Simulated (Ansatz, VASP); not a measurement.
**One calculation of SnTe, two programs**

```xyz
2
Lattice="0.0000 3.4291 2.6747 3.4291 0.0000 2.6747 3.4291 3.4291 0.0000" Properties=species:S:1:pos:R:3 pbc="T T T"
Sn    0.0000    0.0000    0.0000
Te    3.4291    3.4291    2.6747
```

Alike in both runs: task single point; functional PBE; k mesh 10 × 10 × 10; occupations gaussian, width 0.03 eV; no spin polarisation.

```csv
,VASP,Ansatz
version,VASP 6.6.1,Ansatz 0.2.0
potentials or method,"VASP PAW PBE potentials, release 64 (Sn_d, Te), cutoff 500 eV","scalar-relativistic, plane waves, PAW"
valence electrons in the cell,20,30
```

Ansatz gave:

| Property | Result |
| --- | --- |
| gap on the k mesh at the Fermi level (eV) | none |
| pressure (GPa) | 9.2 |
| traceless stress, the component that is largest in VASP (GPa) | 24.04 |

Task: Estimate VASP's values.

Result: gap on the k mesh at the Fermi level (eV): none; pressure (GPa): 9.1; traceless stress, the component that is largest in VASP (GPa): 23.94.

A gap of «none» marks a metal or a gap that the smearing closes. The functional is the same, so the differences come from potentials, cutoffs and numerics. VASP's potentials hold 20 valence electrons a cell and Ansatz's 30, so a difference there can come from the potentials and not from the codes.

Neither program's run includes spin-orbit coupling.
